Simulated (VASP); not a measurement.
A run of VASP 6.6.1 is set up as follows.

File INCAR:

```
ALGO = Normal ; EDIFF = 1E-6
ENCUT = 520 ; GGA = PS
ISIF = 2 ; ISMEAR = -1
LASPH = T ; LCHARG = T
LELF = T ; LREAL = Auto
LVHAR = T ; LWAVE = F
NBANDS = 52 ; NELM = 60
PREC = Accurate ; SIGMA = 0.02
```

The input KPOINTS:

```
k-points
0
Gamma
  2 2 2
```

File POSCAR:

```
TiSi16
1.0
    0.0000000000      5.4300000000      5.4300000000
    5.4300000000      0.0000000000      5.4300000000
    5.4300000000      5.4300000000      0.0000000000
Si Ti
16 1
Direct
   -0.0912615101     -0.1569337017      0.1310220994
    0.4244014733     -0.0666850829     -0.0627992634
    0.0729834254     -0.0067587477      0.2421546961
    0.0543738490     -0.0038397790      0.7348342541
   -0.0774033149      0.3891528545      0.1374769797
    0.0547237569      0.4909300184      0.2997697974
   -0.0129005525      0.3617403315      0.6830847145
    0.0965653775      0.5215745856      0.7960865562
    0.6729926335      0.1975230203     -0.3046685083
    0.5791436464      0.0354419890      0.1037661142
    0.4852025783     -0.1247605893      0.5967495396
    0.8086924494     -0.1435174954      0.6270349908
    0.4494383057      0.3650920810      0.1865837937
    0.5806353591      0.6318324125      0.1483149171
    0.4382136280      0.3344567219      0.5126519337
    0.6104051565      0.4800552486      0.7898342541
    0.3217127072      0.7560957643      0.4952302026
```

Potentials or basis: VASP PAW PBE potentials, release 64 (Si, Ti_sv).

The run is started by

```sh
$ cat potpaw_PBE.64/Si/POTCAR potpaw_PBE.64/Ti_sv/POTCAR > POTCAR
$ mpirun -np 1 vasp_std > vasp.out
```

**Question.** Estimate the pressure.

**Answer.** -4.2 GPa.

**Question.** What does it give for the largest force?

**Answer.** 2.384 eV/Å.

Forces on the atoms (eV/Å):
```
Si   0.260  0.312  1.875
Si   0.382 -1.967  0.801
Si   0.065 -0.399 -0.408
Si  -0.133  0.217  0.104
Si   0.596  1.900 -1.002
Si  -0.638  0.744 -0.443
Si  -0.671 -0.313  0.010
Si  -1.080 -1.518  1.488
Si  -0.644  0.673 -0.747
Si   1.030 -0.352 -0.844
Si   0.957  1.111  0.412
Si  -0.429  0.343  0.563
Si  -0.717 -1.038 -0.365
Si   0.047  1.657 -1.393
Si   0.744 -0.286 -0.288
Si   0.805 -0.575  0.386
Ti  -0.575 -0.510 -0.149
```

Caveat: the k points lie up to 0.50 Å⁻¹ apart; the PAW data sets were made with another functional, which shifts forces and pressure a little.
